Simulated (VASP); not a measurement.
# GaAs (F-43m) in VASP: further runs, part 2 of 2

VASP 6.6.1. Earlier steps stand in the parts before.

## Step 3: Single point, PBE

This run uses another cell than the first one, of 23.68 Å³/atom, 1.064 times its volume.

Input file INCAR:

```
PREC = Accurate ; ENCUT = 520
EDIFF = 1E-6 ; ISMEAR = 0
SIGMA = 0.01 ; LREAL = F
LASPH = T ; NELM = 80
ALGO = Normal ; ISIF = 2
LWAVE = F ; LCHARG = F
GGA = PE ; NBANDS = 16
```

Input file KPOINTS:

```
Automatic mesh
0
Gamma
  6 6 6
```

Input file POSCAR:

```
GaAs
1.0
    0.0000000000      2.8718185936      2.8718185936
    2.8718185936      0.0000000000      2.8718185936
    2.8718185936      2.8718185936      0.0000000000
Ga As
1 1
Direct
    0.0000000000      0.0000000000      0.0000000000
    0.2500000000      0.2500000000      0.2500000000
```

Potentials or basis: VASP PAW PBE potentials, release 64 (Ga_d, As).

Launch:

```bash
> cat potpaw_PBE.64/Ga_d/POTCAR potpaw_PBE.64/As/POTCAR > POTCAR
> mpirun -np 1 vasp_std > vasp.out
```

OUTCAR:

```text
PREC = Accurate
   ENCUT = 520
   EDIFF = 1E-6
   ISMEAR = 0
   LREAL = F
   LASPH = T
   NELM = 80
   ISIF = 2
   GGA = PE

 ion  position               nearest neighbor table
   1  0.000  0.000  0.000-   2 2.49   2 2.49   2 2.49   2 2.49
   2  0.250  0.250  0.250-   1 2.49   1 2.49   1 2.49   1 2.49

  LATTYP: Found a face centered cubic cell.
 ALAT       =     5.7436371872

  Lattice vectors:

 A1 = (   0.0000000000,   2.8718185936,   2.8718185936)
[... 479 lines left out ...]
------------------------ aborting loop because EDIFF is reached ----------------------------------------

  FORCE on cell =-STRESS in cart. coord.  units (eV):
  Direction    XX          YY          ZZ          XY          YZ          ZX
  --------------------------------------------------------------------------------------
  -------------------------------------------------------------------------------------
  Total        0.0468525      0.0468525      0.0468525      0.0000000      0.0000000      0.0000000
  in kB        1.5846826      1.5846826      1.5846826      0.0000000      0.0000000      0.0000000
  external PRESSURE =       1.5846826 kB  Pullay stress =       0.0000000 kB

 VOLUME and BASIS-vectors are now :
 -----------------------------------------------------------------------------
  energy-cutoff  :      520.00
  volume of cell :       47.37
      direct lattice vectors                 reciprocal lattice vectors
     0.000000000  2.871818594  2.871818594    -0.174105705  0.174105705  0.174105705
     2.871818594  0.000000000  2.871818594     0.174105705 -0.174105705  0.174105705
     2.871818594  2.871818594  0.000000000     0.174105705  0.174105705 -0.174105705

 POSITION                                       TOTAL-FORCE (eV/Angst)
 -----------------------------------------------------------------------------------
      0.00000      0.00000      0.00000        -0.000000     -0.000000      0.000000
      1.43591      1.43591      1.43591         0.000000      0.000000     -0.000000
 -----------------------------------------------------------------------------------
    total drift:                                0.000002      0.000002      0.000002

  FREE ENERGIE OF THE ION-ELECTRON SYSTEM (eV)
  ---------------------------------------------------
  free  energy   TOTEN  =        -8.2508812866 eV

  energy  without entropy=       -8.2508812866  energy(sigma->0) =       -8.25088129
```

It took 25 s on 1 thread of Intel Xeon Platinum 8259CL at 2.50GHz (Skylake/Cascade Lake), shared host; peak memory 0.16 GiB.

Results:

| Item | Value |
| --- | --- |
| Free energy | -8.2509 eV |
| Pressure | 0.2 GPa |
| Band gap on the k mesh | 0.17 eV, direct |

Levels at points of the mesh, in eV from the valence-band top:
```tsv
k point	band 5	band 6	band 7	band 8	band 9	band 10	band 11	band 12	band 13	band 14
(0.00, 0.00, 0.00)	-14.67	-12.40	0.00	0.00	0.00	0.17	3.71	3.71	3.71	7.44
(0.50, 0.00, 0.00)	-14.67	-10.77	-6.39	-1.07	-1.07	0.87	4.61	4.61	7.70	10.05
(0.50, 0.50, 0.00)	-14.66	-10.09	-6.61	-2.52	-2.52	1.55	1.67	9.79	9.79	10.56
```

## Step 4: Single point, PBE (volume changed by -3%)

Input file INCAR:

```
SYSTEM = GaAs
ALGO = Normal ; EDIFF = 1E-6
ENCUT = 520 ; GGA = PE
ISIF = 2 ; ISMEAR = 0
LASPH = .TRUE. ; LCHARG = .TRUE.
LELF = .TRUE. ; LREAL = .FALSE.
LVHAR = .TRUE. ; LWAVE = .FALSE.
NBANDS = 16 ; NELM = 80
PREC = Accurate ; SIGMA = 0.01
```

Input file KPOINTS:

```
k-points
0
G
  6 6 6
  0 0 0
```

Input file POSCAR:

```
GaAs
1.0
    0.0000000000      2.8428083415      2.8428083415
    2.8428083415      0.0000000000      2.8428083415
    2.8428083415      2.8428083415      0.0000000000
Ga As
1 1
Direct
    0.0000000000      0.0000000000      0.0000000000
    0.2500000000      0.2500000000      0.2500000000
```

Launch:

```bash
> cat potpaw_PBE.64/Ga_d/POTCAR potpaw_PBE.64/As/POTCAR > POTCAR
> mpirun -np 1 vasp_std > vasp.out
```

Run time: 25 s. Hardware: 1 thread of Intel Xeon Platinum 8259CL at 2.50GHz (Skylake/Cascade Lake), shared host; peak memory 0.16 GiB.

Results (log left out):

```
Free energy            : -8.2406 eV
Pressure               : 2.2 GPa
Band gap on the k mesh : 0.39 eV, direct
```

Levels at points of the mesh, in eV from the valence-band top:
```csv
k point,band 6,band 7,band 8,band 9,band 10,band 11,band 12,band 13
"(0.00, 0.00, 0.00)",-12.61,0.00,0.00,0.00,0.39,3.72,3.72,3.72
"(0.50, 0.00, 0.00)",-10.89,-6.55,-1.12,-1.12,0.95,4.62,4.62,7.73
"(0.50, 0.50, 0.00)",-10.17,-6.75,-2.62,-2.62,1.49,1.66,10.03,10.03
```

Caveat: the cell differs from its parent crystal (volume changed by -3%).

## Step 5: Summary

```csv
cell,gap on the mesh (eV),pressure (GPa)
"a = 3.978 Å, angles 60.0°, 2 atoms",0.63,4.6
"a = 4.061 Å, angles 60.0°, 2 atoms",0.17,0.2
"a = 4.020 Å, angles 60.0°, 2 atoms",0.39,2.2
```

Alike in all rows: task single point; level PBE; potentials or basis VASP PAW PBE potentials, release 64 (Ga_d, As); no spin polarisation; k mesh 6 × 6 × 6; cutoff (eV) 520; smearing gaussian 0.01 eV.

Absolute energies hang on the potentials; compare differences alone.
